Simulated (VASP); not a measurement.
# CoO (Fm-3m) in VASP: notebook, part 2 of 2

VASP 6.6.1. Earlier steps stand in the parts before.

**3. Single point, PBE+U, collinear spin, ferromagnetic start**

Contents of INCAR:

```
  PREC = Accurate
  ENCUT = 520
  EDIFF = 1E-6
  ISMEAR = 0
  SIGMA = 0.05
  LREAL = False
  LASPH = True
  NELM = 150
  ALGO = Normal
  ISIF = 2
  LWAVE = False
  LCHARG = True
  ISPIN = 2
  MAGMOM = 3 0
  LORBIT = 11
  LMAXMIX = 4
  LDAU = True
  LDAUTYPE = 2
  LDAUL = 2 -1
  LDAUU = 3.3 0
  LDAUJ = 0 0
  LDAUPRINT = 1
  GGA = PE
  LELF = True
  LVHAR = True
  NBANDS = 18
```

Contents of KPOINTS:

```
Automatic mesh
0
Gamma
  10 10 10
```

Contents of POSCAR:

```
CoO
1.0
    0.0000000000      2.1315000000      2.1315000000
    2.1315000000      0.0000000000      2.1315000000
    2.1315000000      2.1315000000      0.0000000000
Co O
1 1
Direct
    0.0000000000      0.0000000000      0.0000000000
    0.5000000000      0.5000000000      0.5000000000
```

Potentials or basis: VASP PAW PBE potentials, release 64 (Co, O).

The run is started by

```sh
$ cat potpaw_PBE.64/Co/POTCAR potpaw_PBE.64/O/POTCAR > POTCAR
$ mpirun -np 1 vasp_std > vasp.out
```

OUTCAR:

```text
PREC = Accurate
   ENCUT = 520
   EDIFF = 1E-6
   ISMEAR = 0
   LREAL = False
   LASPH = True
   NELM = 150
   ISIF = 2
   ISPIN = 2
   LORBIT = 11
   GGA = PE

 ion  position               nearest neighbor table
   1  0.000  0.000  0.000-   2 2.13   2 2.13   2 2.13   2 2.13   2 2.13   2 2.13
   2  0.500  0.500  0.500-   1 2.13   1 2.13   1 2.13   1 2.13   1 2.13   1 2.13

  LATTYP: Found a face centered cubic cell.
 ALAT       =     4.2630000000

  Lattice vectors:

 A1 = (   0.0000000000,   2.1315000000,   2.1315000000)
 A2 = (   2.1315000000,   0.0000000000,   2.1315000000)
 A3 = (   2.1315000000,   2.1315000000,   0.0000000000)

Analysis of symmetry for initial positions (statically):
=====================================================================
 Subroutine PRICEL returns:
 Original cell was already a primitive cell.

 Routine SETGRP: Setting up the symmetry group for a
 face centered cubic supercell.

 Subroutine GETGRP returns: Found 48 space group operations
 (whereof 48 operations were pure point group operations)
 out of a pool of 48 trial point group operations.

[... 222 lines left out ...]

 k-point     1 :       0.0000    0.0000    0.0000
  band No.  band energies     occupation
      1     -12.1315      1.00000
      2       2.7438      1.00000
      3       2.7438      1.00000
      4       3.1948      1.00000
      5       3.1948      1.00000
      6       3.1948      1.00000
[... 1001 lines left out ...]
     17      37.8994      0.00000
     18      39.2230      0.00000

 [... further k-points ...]
[... 5 lines left out ...]
  --------------------------------------------------------------------------------------
  -------------------------------------------------------------------------------------
  Total       -0.2905612     -0.2905612     -0.2905612      0.0000000     -0.0000000     -0.0000000
  in kB      -24.0360012    -24.0360012    -24.0360012      0.0000000     -0.0000000     -0.0000000
  external PRESSURE =     -24.0360012 kB  Pullay stress =       0.0000000 kB

 VOLUME and BASIS-vectors are now :
 -----------------------------------------------------------------------------
  energy-cutoff  :      520.00
  volume of cell :       19.37
      direct lattice vectors                 reciprocal lattice vectors
     0.000000000  2.131500000  2.131500000    -0.234576589  0.234576589  0.234576589
     2.131500000  0.000000000  2.131500000     0.234576589 -0.234576589  0.234576589
     2.131500000  2.131500000  0.000000000     0.234576589  0.234576589 -0.234576589

 POSITION                                       TOTAL-FORCE (eV/Angst)
 -----------------------------------------------------------------------------------
      0.00000      0.00000      0.00000         0.000000      0.000000      0.000000
      2.13150      2.13150      2.13150        -0.000000     -0.000000     -0.000000
 -----------------------------------------------------------------------------------
    total drift:                                0.000000     -0.000000     -0.000000

  FREE ENERGIE OF THE ION-ELECTRON SYSTEM (eV)
  ---------------------------------------------------
  free  energy   TOTEN  =       -11.3011825379 eV

  energy  without entropy=      -11.2949796850  energy(sigma->0) =      -11.29808111

 total charge

# of ion       s       p       d       tot
------------------------------------------
    1        0.296   0.360   7.137   7.794
    2        1.553   3.447   0.000   4.999
--------------------------------------------------
tot          1.849   3.807   7.137  12.793

 magnetization (x)

# of ion       s       p       d       tot
------------------------------------------
    1        0.021   0.018   2.692   2.730
    2        0.023   0.233   0.000   0.257
--------------------------------------------------
tot          0.044   0.251   2.692   2.987
```

OSZICAR:

```text
N       E                     dE             d eps       ncg     rms          rms(c)
DAV:   1     0.833849459880E+02    0.83385E+02   -0.70425E+03  3480   0.101E+03
DAV:   2    -0.808334967177E+01   -0.91468E+02   -0.78564E+02  3594   0.226E+02
DAV:   3    -0.133672003890E+02   -0.52839E+01   -0.51948E+01  3844   0.583E+01
DAV:   4    -0.134201664062E+02   -0.52966E-01   -0.52934E-01  4024   0.562E+00
DAV:   5    -0.134212509465E+02   -0.10845E-02   -0.10844E-02  4102   0.807E-01    0.153E+01
DAV:   6    -0.119489471943E+02    0.14723E+01   -0.15492E+01  4236   0.637E+01    0.182E+01
DAV:   7    -0.112806289817E+02    0.66832E+00   -0.48196E+00  3956   0.423E+01    0.835E+00
DAV:   8    -0.112994853465E+02   -0.18856E-01   -0.27514E-01  4084   0.990E+00    0.451E+00
DAV:   9    -0.113224646969E+02   -0.22979E-01   -0.28134E-01  5114   0.896E+00    0.204E+00
DAV:  10    -0.113008093503E+02    0.21655E-01   -0.79240E-02  4746   0.552E+00    0.267E-01
DAV:  11    -0.113013051194E+02   -0.49577E-03   -0.12814E-02  4634   0.136E+00    0.164E-01
DAV:  12    -0.113012364524E+02    0.68667E-04   -0.79561E-04  4096   0.350E-01    0.100E-01
DAV:  13    -0.113011668458E+02    0.69607E-04   -0.27773E-04  4960   0.272E-01    0.348E-02
DAV:  14    -0.113011824333E+02   -0.15588E-04   -0.44501E-05  4082   0.759E-02    0.272E-02
DAV:  15    -0.113011825379E+02   -0.10458E-06   -0.37875E-06  3820   0.402E-02
   1 F= -.11301183E+02 E0= -.11298081E+02  d E =-.620285E-02  mag=     3.0005
```

stdout:

```text
POSCAR found type information on POSCAR CoO
 POSCAR found :  2 types and       2 ions
 scaLAPACK will be used
 LDA part: xc-table for (Slater+PW92), standard interpolation
 POSCAR, INCAR and KPOINTS ok, starting setup
 FFT: planning ... GRIDC
 FFT: planning ... GRID_SOFT
 FFT: planning ... GRID
 WAVECAR not read
 entering main loop
```

Run time: 37 s. Hardware: 1 thread of AMD EPYC 7R43 (Zen 3), shared host; peak memory 0.12 GiB.

What came out:

* Free energy: -11.3012 eV
* Pressure: -2.4 GPa
* Band gap on the k mesh: zero (filled and empty bands overlap)
* Net moment: 3.00 μB per cell
* Site moments: Co +2.73; O +0.26 μB
* Valence electrons inside the program's atomic spheres: Co 7.79; O 5.00

Levels at points of the mesh, in eV from the Fermi level:
Spin up:
```tsv
k point	band 5	band 6	band 7	band 8	band 9	band 10	band 11	band 12	band 13	band 14
(0.00, 0.00, 0.00)	-4.15	-4.15	-2.39	-2.39	-2.39	1.57	17.43	17.73	17.73	17.73
(0.50, 0.00, 0.00)	-3.53	-3.53	-2.62	-0.15	-0.15	5.64	9.88	13.94	13.94	20.35
(0.50, 0.50, 0.00)	-3.70	-3.62	-3.62	-3.24	-3.24	6.33	10.46	11.41	16.30	16.30
```
Spin down:
```tsv
k point	band 4	band 5	band 6	band 7	band 8	band 9
(0.00, 0.00, 0.00)	-1.90	-1.13	-1.13	-1.13	1.76	1.76
(0.50, 0.00, 0.00)	-3.72	-0.10	-0.10	0.20	4.13	4.13
(0.50, 0.50, 0.00)	-3.17	-2.18	0.04	0.04	2.25	2.64
```

Eigenvalues of the final occupation matrices:
```csv
site,spin,trace,eigenvalues
site 1 d,1,4.93,0.97 0.97 0.97 1.01 1.01
site 1 d,2,2.23,0.14 0.14 0.65 0.65 0.65
```

Caveat: a cell with one magnetic atom can't hold antiferromagnetic order, which such compounds often take. The state reached can hang on the start; a lower one may exist.

**4. Single point, PBE+U, collinear spin, ferromagnetic start**

This run uses another cell than the first one, of 10.21 Å³/atom, 1.054 times its volume.

Contents of INCAR:

```
SYSTEM = CoO
ALGO = Normal
EDIFF = 1E-6
ENCUT = 520
GGA = PE
ISIF = 2
ISMEAR = 0
ISPIN = 2
LASPH = .True.
LCHARG = .False.
LDAU = .True.
LDAUJ = 0 0
LDAUL = 2 -1
LDAUPRINT = 1
LDAUTYPE = 2
LDAUU = 3.3 0
LMAXMIX = 4
LORBIT = 11
LREAL = .False.
LWAVE = .False.
MAGMOM = 2.88 0.24
NBANDS = 18
NELM = 150
PREC = Accurate
SIGMA = 0.05
```

Contents of KPOINTS:

```
k-points
0
Gamma
  10 10 10
  0 0 0
```

Contents of POSCAR:

```
CoO
1.0
    0.0000000000      2.1695022087      2.1695022087
    2.1695022087      0.0000000000      2.1695022087
    2.1695022087      2.1695022087      0.0000000000
Co O
1 1
Direct
    0.0000000000      0.0000000000      0.0000000000
    0.5000000000      0.5000000000      0.5000000000
```

Potentials or basis: VASP PAW PBE potentials, release 64 (Co, O).

The run is started by

```sh
$ cat potpaw_PBE.64/Co/POTCAR potpaw_PBE.64/O/POTCAR > POTCAR
$ mpirun -np 1 vasp_std > vasp.out
```

OUTCAR:

```text
SYSTEM = CoO
   EDIFF = 1E-6
   ENCUT = 520
   GGA = PE
   ISIF = 2
   ISMEAR = 0
   ISPIN = 2
   LASPH = .True.
   LORBIT = 11
   LREAL = .False.
   NELM = 150
   PREC = Accurate

 ion  position               nearest neighbor table
   1  0.000  0.000  0.000-   2 2.17   2 2.17   2 2.17   2 2.17   2 2.17   2 2.17
   2  0.500  0.500  0.500-   1 2.17   1 2.17   1 2.17   1 2.17   1 2.17   1 2.17

  LATTYP: Found a face centered cubic cell.
 ALAT       =     4.3390044174

  Lattice vectors:

 A1 = (   0.0000000000,   2.1695022087,   2.1695022087)
 A2 = (   2.1695022087,   0.0000000000,   2.1695022087)
 A3 = (   2.1695022087,   2.1695022087,   0.0000000000)
[... 1258 lines left out ...]

 VOLUME and BASIS-vectors are now :
 -----------------------------------------------------------------------------
  energy-cutoff  :      520.00
  volume of cell :       20.42
      direct lattice vectors                 reciprocal lattice vectors
     0.000000000  2.169502209  2.169502209    -0.230467615  0.230467615  0.230467615
     2.169502209  0.000000000  2.169502209     0.230467615 -0.230467615  0.230467615
     2.169502209  2.169502209  0.000000000     0.230467615  0.230467615 -0.230467615

 POSITION                                       TOTAL-FORCE (eV/Angst)
 -----------------------------------------------------------------------------------
      0.00000      0.00000      0.00000         0.000000     -0.000000      0.000000
      2.16950      2.16950      2.16950         0.000000      0.000000     -0.000000
 -----------------------------------------------------------------------------------
    total drift:                                0.000000     -0.000000     -0.000000

  FREE ENERGIE OF THE ION-ELECTRON SYSTEM (eV)
  ---------------------------------------------------
  free  energy   TOTEN  =       -11.2600466181 eV

  energy  without entropy=      -11.2529058163  energy(sigma->0) =      -11.25647622

 total charge

# of ion       s       p       d       tot
------------------------------------------
    1        0.282   0.326   7.106   7.714
    2        1.553   3.418   0.000   4.971
--------------------------------------------------
tot          1.835   3.744   7.106  12.685

 magnetization (x)

# of ion       s       p       d       tot
------------------------------------------
    1        0.021   0.017   2.695   2.732
    2        0.022   0.229   0.000   0.251
--------------------------------------------------
tot          0.042   0.246   2.695   2.983
```

OSZICAR:

```text
N       E                     dE             d eps       ncg     rms          rms(c)
DAV:   1     0.846608897297E+02    0.84661E+02   -0.67270E+03  3464   0.950E+02
DAV:   2    -0.778167864950E+01   -0.92443E+02   -0.78964E+02  3528   0.224E+02
DAV:   3    -0.133286797658E+02   -0.55470E+01   -0.54491E+01  3940   0.592E+01
DAV:   4    -0.133845974567E+02   -0.55918E-01   -0.55875E-01  4016   0.573E+00
DAV:   5    -0.133857412461E+02   -0.11438E-02   -0.11437E-02  4146   0.814E-01    0.147E+01
DAV:   6    -0.120840477808E+02    0.13017E+01   -0.16560E+01  4268   0.643E+01    0.193E+01
DAV:   7    -0.112636539548E+02    0.82039E+00   -0.63297E+00  3950   0.443E+01    0.790E+00
DAV:   8    -0.112697303895E+02   -0.60764E-02   -0.33656E-01  4108   0.103E+01    0.416E+00
DAV:   9    -0.112930804653E+02   -0.23350E-01   -0.39844E-01  5002   0.107E+01    0.225E+00
DAV:  10    -0.112584698726E+02    0.34611E-01   -0.13037E-01  4752   0.659E+00    0.297E-01
DAV:  11    -0.112603427392E+02   -0.18729E-02   -0.14056E-02  4188   0.118E+00    0.194E-01
DAV:  12    -0.112600380343E+02    0.30470E-03   -0.95252E-04  4638   0.539E-01    0.719E-02
DAV:  13    -0.112600376484E+02    0.38588E-06   -0.10206E-04  4544   0.102E-01    0.362E-02
DAV:  14    -0.112600499531E+02   -0.12305E-04   -0.11450E-05  3866   0.339E-02    0.319E-02
DAV:  15    -0.112600467800E+02    0.31731E-05   -0.11691E-05  4150   0.696E-02    0.103E-02
DAV:  16    -0.112600466181E+02    0.16188E-06   -0.40789E-06  4064   0.252E-02
   1 F= -.11260047E+02 E0= -.11256476E+02  d E =-.714080E-02  mag=     3.0001
```

It took 38 s on 1 thread of AMD EPYC 7R43 (Zen 3), shared host; peak memory 0.13 GiB.

What came out:

- Free energy: -11.2600 eV
- Pressure: -10.3 GPa
- Band gap on the k mesh: zero (filled and empty bands overlap)
- Net moment: 3.00 μB per cell
- Site moments: Co +2.73; O +0.25 μB
- Valence electrons inside the program's atomic spheres: Co 7.71; O 4.97

Eigenvalues of the final occupation matrices:
```
    site  spin  trace               eigenvalues
site 1 d     1   4.91  0.97 0.97 0.97 1.01 1.01
site 1 d     2   2.22  0.13 0.13 0.65 0.65 0.65
```

Caveat: a cell with one magnetic atom can't hold antiferromagnetic order, which such compounds often take. The state reached can hang on the start; a lower one may exist.

**5. Summary**

| cell | k mesh | gap on the mesh (eV) | pressure (GPa) | moment (μB) |
| --- | --- | --- | --- | --- |
| a = 3.014 Å, angles 60.0°, 2 atoms | 6 × 6 × 6 | none | -2.2 | 3.00 |
| a = 3.014 Å, angles 60.0°, 2 atoms | 10 × 10 × 10 | none | -2.4 | 3.00 |
| a = 3.068 Å, angles 60.0°, 2 atoms | 10 × 10 × 10 | none | -10.3 | 3.00 |

Alike in all rows: task single point; level PBE+U; potentials or basis VASP PAW PBE potentials, release 64 (Co, O); spin collinear, ferromagnetic start; Co d U = 3.3 eV; cutoff (eV) 520; smearing gaussian 0.05 eV.

Caveats: some runs use coarse meshes; a cell with one magnetic atom can't hold antiferromagnetic order, which such compounds often take.

Absolute energies hang on the potentials; compare differences alone.
